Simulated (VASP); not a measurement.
# Sb in VASP: settings compared

Aim: see how the results for Sb move with the level of theory and the settings. Levels: LDA, PBE. Tasks: single point.

Program: VASP 6.6.1. These are calculated values, not measurements. Logs are shortened: lines on timing, memory, paths and dates and some standing lists are left out, and cuts for length are marked.

## Step 1: The cell of the first run

The typed cell holds 1 atom: a = 3.239 Å, b = 3.250 Å, c = 3.212 Å, α = 109.63°, β = 110.52°, γ = 107.62°.

## Step 2: Single point, LDA, non-collinear spin, zero start, spin-orbit coupling (the cell strained at random)

INCAR

```
SYSTEM = Sb
PREC     = Accurate       ! precision mode
ENCUT    = 520            ! plane-wave cutoff, eV
EDIFF    = 1E-6           ! SCF threshold, eV
ISMEAR   = 0              ! smearing method
SIGMA    = 0.01           ! smearing width, eV
LREAL    = .False.        ! projectors in reciprocal space
LASPH    = .True.         ! aspherical terms in the spheres
NELM     = 150            ! most SCF steps
ALGO     = Normal         ! electronic algorithm
ISIF     = 2              ! what is computed and relaxed
LWAVE    = .False.        ! write WAVECAR
LCHARG   = .False.        ! write CHGCAR
MAGMOM   = 0 0 0          ! initial moments
LORBIT   = 11             ! projections on sites
LSORBIT  = .True.         ! spin-orbit coupling
GGA_COMPAT= .False.      
LORBMOM  = .True.       
GGA      = CA             ! functional
NBANDS   = 16             ! bands
```

KPOINTS

```
Automatic mesh
0
Gamma
  7 7 7
  0 0 0
```

POSCAR

```
Sb
1.0
   -1.8488020000      1.8498240000      1.9110830000
    1.8778730000     -1.8297390000      1.9200690000
    1.8451380000      1.8260750000     -1.8909980000
Sb
1
Direct
   -0.0010080000      0.0132760000      0.0062290000
```

Potentials or basis: VASP PAW LDA potentials, release 64 (Sb).

Launch:

```sh
$ cat potpaw_LDA.64/Sb/POTCAR > POTCAR
$ mpirun -np 1 vasp_ncl > vasp.out
```

OUTCAR:

```text
SYSTEM = Sb
   PREC = Accurate
   ENCUT = 520
   EDIFF = 1E-6
   ISMEAR = 0
   LREAL = .False.
   LASPH = .True.
   NELM = 150
   ISIF = 2
   LORBIT = 11
   LSORBIT = .True.
   GGA = CA

 ion  position               nearest neighbor table
   1  0.999  0.013  0.006-

  LATTYP: Found a triclinic cell.
 ALAT       =     8.3105614111
 B/A-ratio  =     0.6301758108
 C/A-ratio  =     0.3864589416
 COS(alpha) =     0.0083281332
 COS(beta)  =     0.2603085840
 COS(gamma) =     0.9492732772

  Lattice vectors:

 A1 = (   7.4496860000,  -3.6832270000,   0.0380570000)
 A2 = (   3.7266750000,  -3.6795630000,   0.0089860000)
 A3 = (   1.8451380000,   1.8260750000,  -1.8909980000)

Analysis of symmetry for initial positions (statically):
=====================================================================
 Subroutine PRICEL returns:
 Original cell was already a primitive cell.

 Routine SETGRP: Setting up the symmetry group for a
 triclinic supercell.

 Subroutine GETGRP returns: Found  2 space group operations
 (whereof  1 operations were pure point group operations)
 out of a pool of  2 trial point group operations.

The static configuration has the point symmetry C_1 .
 The point group associated with its full space group is S_2 .

Analysis of symmetry for dynamics (positions and initial velocities):
=====================================================================
 Subroutine PRICEL returns:
 Original cell was already a primitive cell.

 Routine SETGRP: Setting up the symmetry group for a
 triclinic supercell.

 Subroutine GETGRP returns: Found  2 space group operations
 (whereof  1 operations were pure point group operations)
 out of a pool of  2 trial point group operations.

The dynamic configuration has the point symmetry C_1 .
 The point group associated with its full space group is S_2 .

Analysis of structural, dynamic, and magnetic symmetry:
=====================================================================
 Subroutine PRICEL returns:
 Original cell was already a primitive cell.

 Routine SETGRP: Setting up the symmetry group for a
 triclinic supercell.

 Subroutine GETGRP returns: Found  2 space group operations
 (whereof  1 operations were pure point group operations)
 out of a pool of  2 trial point group operations.

The overall configuration has the point symmetry C_1 .
 The point group associated with its full space group is S_2 .

 Subroutine INISYM returns: Found  2 space group operations
 (whereof  1 operations are pure point group operations),
 and found     1 'primitive' translations

----------------------------------------------------------------------------------------

                                     Primitive cell

  volume of cell :      26.2131

  direct lattice vectors                    reciprocal lattice vectors
    -1.848802000  1.849824000  1.911083000    -0.001760844  0.270622024  0.259612708
     1.877873000 -1.829739000  1.920069000     0.266576263 -0.001149462  0.259001326
     1.845138000  1.826075000 -1.890998000     0.268894891  0.272329269 -0.003468089

  length of vectors
     3.239159752  3.249771804  3.211690767     0.375017518  0.371679852  0.382726692

  position of ions in fractional coordinates (direct lattice)
     0.998992000  0.013276000  0.006229000

  ion indices of the primitive-cell ions
   primitive index   ion index
                 1           1

----------------------------------------------------------------------------------------

 KPOINTS: Automatic mesh

Automatic generation of k-mesh.
 Grid dimensions read from file:
 generate k-points for:    7    7    7

 Generating k-lattice:

  Cartesian coordinates                     Fractional coordinates (reciprocal lattice)
    -0.000251549  0.038660289  0.037087530     0.142857143 -0.000000000  0.000000000
     0.038082323 -0.000164209  0.037000189     0.000000000  0.142857143  0.000000000
     0.038413556  0.038904181 -0.000495441    -0.000000000 -0.000000000  0.142857143

  Length of vectors
     0.053573931  0.053097122  0.054675242

  Shift w.r.t. Gamma in fractional coordinates (k-lattice)
     0.000000000  0.000000000  0.000000000

 Subroutine IBZKPT returns following result:
 ===========================================

 Found    172 irreducible k-points:

 Following reciprocal coordinates:
            Coordinates               Weight
  0.000000  0.000000  0.000000      1.000000
  0.142857  0.000000  0.000000      2.000000
  0.285714  0.000000  0.000000      2.000000
  0.428571  0.000000  0.000000      2.000000
  0.000000  0.142857  0.000000      2.000000
  0.142857  0.142857  0.000000      2.000000
[... 16 lines left out ...]
 -0.428571  0.428571  0.000000      2.000000
 -0.285714  0.428571  0.000000      2.000000
 [... further k-points ...]
   k-points           NKPTS =    172   k-points in BZ     NKDIM =    172   number of bands    NBANDS=     16
   number of dos      NEDOS =    301   number of ions     NIONS =      1
   total plane-waves  NPLWV =  13824
   dimension x,y,z NGX =    24 NGY =   24 NGZ =   24
   dimension x,y,z NGXF=    48 NGYF=   48 NGZF=   48
   ions per type =               1
   NGX,Y,Z   is equivalent  to a cutoff of  12.32, 12.28, 12.42 a.u.
   NGXF,Y,Z  is equivalent  to a cutoff of  24.64, 24.55, 24.85 a.u.
 SYSTEM =  Sb
   PREC   = accura    normal or accurate (medium, high low for compatibility)
   ISTART =      0    job   : 0-new  1-cont  2-samecut
   ICHARG =      2    charge: 1-file 2-atom 10-const
   ISPIN  =      1    spin polarized calculation?
   LNONCOLLINEAR =      T non collinear calculations
   LSORBIT =      T    spin-orbit coupling
   LASPH  =      T    aspherical Exc in radial PAW
   ENCUT  =  520.0 eV  38.22 Ry    6.18 a.u.   6.02  6.04  5.97*2*pi/ulx,y,z
   NELM   =    150;   NELMIN=  2; NELMDL= -5     # of ELM steps
   EDIFF  = 0.1E-05   stopping-criterion for ELM
   LREAL  =      F    real-space projection
   EDIFFG = 0.1E-04   stopping-criterion for IOM
   NSW    =      0    number of steps for IOM
   IBRION =     -1    ionic relax: 0-MD 1-quasi-New 2-CG
   NFREE  =      0    steps in history (QN), initial steepest desc. (CG)
   ISIF   =      2    stress and relaxation
   ISYM   =      2    0-nonsym 1-usesym 2-fastsym
   POTIM  = 0.5000    time-step for ionic-motion
   TEBEG  =    0.0;   TEEND  =   0.0 temperature during run
   PSTRESS=    0.0 pullay stress
   NELECT =       5.0000    total number of electrons
   NUPDOWN=      -1.0000    fix difference up-down
   EMIN   =  10.00;   EMAX   =-10.00  energy-range for DOS
   EFERMI =   0.00;   METHOD = LEGACY
   ISMEAR =     0;   SIGMA  =   0.01  broadening in eV -4-tet -1-fermi 0-gaus
   EFERMI_NEDOS =   21; number of points for ismear=-14 and -15
   IALGO  =     38    algorithm
   IMIX   =      4    mixing-type and parameters
     AMIX     =   0.40;   BMIX     =  1.00
     AMIX_MAG =   1.60;   BMIX_MAG =  1.00
  volume/ion in A,a.u.               =      26.21       176.89
  Fermi-wavevector in a.u.,A,eV,Ry     =   0.942378  1.780837 12.083020  0.888077
  Thomas-Fermi vector in A             =   2.069982
   LORBIT       =     11    0 simple, 1 ext, 2 COOP (PROOUT), +10 PAW based schemes
   GGA     = CA    functional components
   LHFCALC =     F    Hartree Fock is set to
   AEXX    =    0.0000 exact exchange contribution
   IVDW    =     0    specifies the selected vdW correction
   LEPSILON=     F    determine dielectric tensor
   LRPA    =     F    only Hartree local field effects (RPA)
 Gauss-broadening in eV      SIGMA  =   0.01
  energy-cutoff  :      520.00
  volume of cell :       26.21
 maximum number of plane-waves:      1436
   NGX = 13   NGY = 13   NGZ = 11

 number of electron       5.0000000 magnetization       0.0000000      0.0000000      0.0000000

 number of electron       5.0000000 magnetization      -0.0000299     -0.0000001     -0.0000003

 number of electron       5.0000000 magnetization       0.0000097     -0.0000001      0.0000001

 number of electron       5.0000000 magnetization      -0.0000110      0.0000001     -0.0000001

 Free energy of the ion-electron system (eV)
  ---------------------------------------------------
  ext. energy  EPLUGINS =         0.00000000
  ---------------------------------------------------
  free energy    TOTEN  =        -4.61515341 eV

  energy without entropy =       -4.61508452  energy(sigma->0) =       -4.61511896

 E-fermi :   8.8112     XC(G=0): -10.4834

 val. band max:        8.8033359785   @ k =  -0.4286   0.2857   0.0000
 cond. band min:       8.8134159495   @ k =   0.4286  -0.2857   0.2857
 fundamental gap:      0.0100799710
 Fermi energy:         8.8111518490

 k-point     1 :       0.0000    0.0000    0.0000
  band No.  band energies     occupation
      1      -4.3757      1.00000
      2      -4.3757      1.00000
      3      13.3908      0.00000
      4      13.3908      0.00000
      5      14.6041      0.00000
      6      14.6041      0.00000
[... 8 lines left out ...]
     15      20.2895      0.00000
     16      20.2895      0.00000

 k-point     2 :       0.1429    0.0000    0.0000
  band No.  band energies     occupation
      1      -3.9472      1.00000
      2      -3.9472      1.00000
      3      11.2920      0.00000
      4      11.2920      0.00000
      5      13.0979      0.00000
      6      13.0979      0.00000
[... 8 lines left out ...]
     15      20.3278      0.00000
     16      20.3278      0.00000
[... 387 lines left out ...]
      5      10.2107      0.00000
      6      10.2107      0.00000
[... 8 lines left out ...]
     15      23.0477      0.00000
     16      23.0477      0.00000

 k-point    24 :      -0.2857    0.4286    0.0000
  band No.  band energies     occupation
      1      -1.4162      1.00000
      2      -1.4162      1.00000
      3       5.6091      1.00000
      4       5.6091      1.00000
      5       8.7279      1.00000
      6       8.7279      1.00000
[... 8 lines left out ...]
     15      23.2321      0.00000
     16      23.2321      0.00000

 [... further k-points ...]

------------------------ aborting loop because EDIFF is reached ----------------------------------------

  FORCE on cell =-STRESS in cart. coord.  units (eV):
  Direction    XX          YY          ZZ          XY          YZ          ZX
  --------------------------------------------------------------------------------------
  -------------------------------------------------------------------------------------
  Total       -0.3234971     -0.3259262      0.0489357      0.0106048      0.0401123      0.0961813
  in kB      -19.7725340    -19.9210063      2.9910107      0.6481776      2.4517144      5.8787150
  external PRESSURE =     -12.2341765 kB  Pullay stress =       0.0000000 kB

 VOLUME and BASIS-vectors are now :
 -----------------------------------------------------------------------------
  energy-cutoff  :      520.00
  volume of cell :       26.21
      direct lattice vectors                 reciprocal lattice vectors
    -1.848802000  1.849824000  1.911083000    -0.001760844  0.270622024  0.259612708
     1.877873000 -1.829739000  1.920069000     0.266576263 -0.001149462  0.259001326
     1.845138000  1.826075000 -1.890998000     0.268894891  0.272329269 -0.003468089

 POSITION                                       TOTAL-FORCE (eV/Angst)
 -----------------------------------------------------------------------------------
     -1.81051      1.83504      1.92287         0.000000      0.000000      0.000000
 -----------------------------------------------------------------------------------
    total drift:                                0.000001      0.000003      0.000002

  FREE ENERGIE OF THE ION-ELECTRON SYSTEM (eV)
  ---------------------------------------------------
  free  energy   TOTEN  =        -4.6151534076 eV

  energy  without entropy=       -4.6150845188  energy(sigma->0) =       -4.61511896

 orbital moment (x)

 # of ion     p       d       tot
 ----------------------------------------
  1        -0.000  -0.000  -0.000
 ----------------------------------------
           -0.000  -0.000  -0.000

 orbital moment (y)

 # of ion     p       d       tot
 ----------------------------------------
  1        -0.000  -0.000  -0.000
 ----------------------------------------
           -0.000  -0.000  -0.000

 orbital moment (z)

 # of ion     p       d       tot
 ----------------------------------------
  1         0.000  -0.000   0.000
 ----------------------------------------
            0.000  -0.000   0.000

 Spin-Orbit-Coupling matrix elements

 Ion:    1  E_soc:     -0.1473211
 l=   1
     0.0000000    -0.0240123    -0.0253835
    -0.0240123     0.0000000    -0.0233493
    -0.0253835    -0.0233493     0.0000000
 l=   2
     0.0000000    -0.0000785     0.0000000    -0.0000817    -0.0002108
    -0.0000785     0.0000000    -0.0001694    -0.0000912    -0.0000556
     0.0000000    -0.0001694     0.0000000    -0.0001725     0.0000000
    -0.0000817    -0.0000912    -0.0001725     0.0000000    -0.0000557
    -0.0002108    -0.0000556     0.0000000    -0.0000557     0.0000000
 l=   3
     0.0000000     0.0000000     0.0000000     0.0000000     0.0000000     0.0000000     0.0000000
     0.0000000     0.0000000     0.0000000     0.0000000     0.0000000     0.0000000     0.0000000
     0.0000000     0.0000000     0.0000000     0.0000000     0.0000000     0.0000000     0.0000000
     0.0000000     0.0000000     0.0000000     0.0000000     0.0000000     0.0000000     0.0000000
     0.0000000     0.0000000     0.0000000     0.0000000     0.0000000     0.0000000     0.0000000
     0.0000000     0.0000000     0.0000000     0.0000000     0.0000000     0.0000000     0.0000000
     0.0000000     0.0000000     0.0000000     0.0000000     0.0000000     0.0000000     0.0000000

 total charge

# of ion       s       p       d       tot
------------------------------------------
    1        1.253   1.080   0.044   2.376

 magnetization (x)

# of ion       s       p       d       tot
------------------------------------------
    1        0.000   0.000  -0.000   0.000

 magnetization (y)

# of ion       s       p       d       tot
------------------------------------------
    1       -0.000  -0.000   0.000  -0.000

 magnetization (z)

# of ion       s       p       d       tot
------------------------------------------
    1        0.000   0.000  -0.000   0.000
```

Run time: 68 s. Hardware: 1 thread of Intel Xeon Platinum 8259CL at 2.50GHz (Skylake/Cascade Lake), shared host; peak memory 0.24 GiB.

Results:

- Free energy: -4.6152 eV
- Pressure: -1.2 GPa
- Net moment: 0.00 μB per cell
- Valence electrons inside the program's atomic spheres: Sb 2.38

Moments on the atoms (μB; x, y, z):
```
Sb  0.00 0.00 0.00
```

Caveat: the cell differs from its parent crystal (the cell strained at random).

## Step 3: Single point, PBE

INCAR

```
SYSTEM = Sb
ALGO = Normal
EDIFF = 1E-7
ENCUT = 520
GGA = PE
ISIF = 2
ISMEAR = -1
LASPH = .True.
LCHARG = .False.
LREAL = .False.
LWAVE = .False.
NBANDS = 8
NELM = 60
PREC = Accurate
SIGMA = 0.05
```

KPOINTS

```
k-points
0
Gamma
  6 6 6
  0 0 0
```

POSCAR

```
Sb
1.0
   -1.8713408863      1.8713408863      1.8713408863
    1.8713408863     -1.8713408863      1.8713408863
    1.8713408863      1.8713408863     -1.8713408863
Sb
1
Direct
    0.0000000000      0.0000000000      0.0000000000
```

Potentials or basis: VASP PAW PBE potentials, release 64 (Sb).

Launch:

```sh
$ cat potpaw_PBE.64/Sb/POTCAR > POTCAR
$ mpirun -np 1 vasp_std > vasp.out
```

Run time: 7.6 s. Hardware: 1 thread of AMD EPYC 7R43 (Zen 3), shared host; peak memory 0.1 GiB.

It converged, with:

| Property | Result |
| --- | --- |
| Free energy | -3.8443 eV |
| Pressure | 3.7 GPa |
| Band gap on the k mesh | zero (an odd number of electrons rules out a gap without spin polarisation) |

Levels at points of the mesh, in eV from the Fermi level:
```tsv
k point	band 1	band 2	band 3	band 4	band 5	band 6	band 7
(0.00, 0.00, 0.00)	-12.61	6.15	6.15	6.15	11.10	11.10	11.10
(0.50, 0.00, 0.00)	-8.41	-5.31	2.20	4.28	6.96	7.40	14.37
(0.50, 0.50, 0.50)	-5.01	-1.61	-1.61	-1.61	3.36	3.36	18.16
```

Caveat: the k points lie up to 0.40 Å⁻¹ apart, too coarse for converged energies and pressures of a metal; spin-orbit coupling is left out, which moves the levels of the heavy elements.

The gap in the log of VASP goes by the Fermi energy; the results here count the filled bands.